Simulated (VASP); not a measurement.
Set up this calculation in VASP 6.6.1, as the native input.

- Task: single point
- Functional: PBE
- Potentials or basis: VASP PAW PBE potentials, release 64 (Rh_pv)
- Cutoff: 520 eV
- k mesh: 20 × 20 × 20
- Occupations: fermi-dirac, width 0.15 eV
- Spin: no spin polarisation
- Dipole correction: no
- Further INCAR settings: ALGO = Fast; EDIFF = 1e-06; NBANDS = 14

The structure of Rh lies in POSCAR:

```
Rh
1.0
    0.0000000000      1.9046767718      1.9046767718
    1.9046767718      0.0000000000      1.9046767718
    1.9046767718      1.9046767718      0.0000000000
Rh
1
Direct
    0.0000000000      0.0000000000      0.0000000000
```

The input as run:

INCAR

```
SYSTEM = Rh
ALGO = Fast ; EDIFF = 1E-6
ENCUT = 520 ; GGA = PE
ISIF = 2 ; ISMEAR = -1
LASPH = .TRUE. ; LCHARG = .FALSE.
LREAL = .FALSE. ; LWAVE = .FALSE.
NBANDS = 14 ; NELM = 100
PREC = Accurate ; SIGMA = 0.15
```

KPOINTS

```
k-points
0
G
  20 20 20
  0 0 0
```

Potentials or basis: VASP PAW PBE potentials, release 64 (Rh_pv).

Run with:

```bash
$ cat potpaw_PBE.64/Rh_pv/POTCAR > POTCAR
$ mpirun -np 1 vasp_std > vasp.out
```

It gave:

The pressure is 5.3 GPa and the band gap on the k mesh is zero (an odd number of electrons rules out a gap without spin polarisation).

Caveat: the cell stands under pressure.

Wall time 36 s on 1 thread of Intel(R) Xeon(R) Platinum 8488C (Sapphire Rapids), on a shared host, peak memory 0.16 GiB.
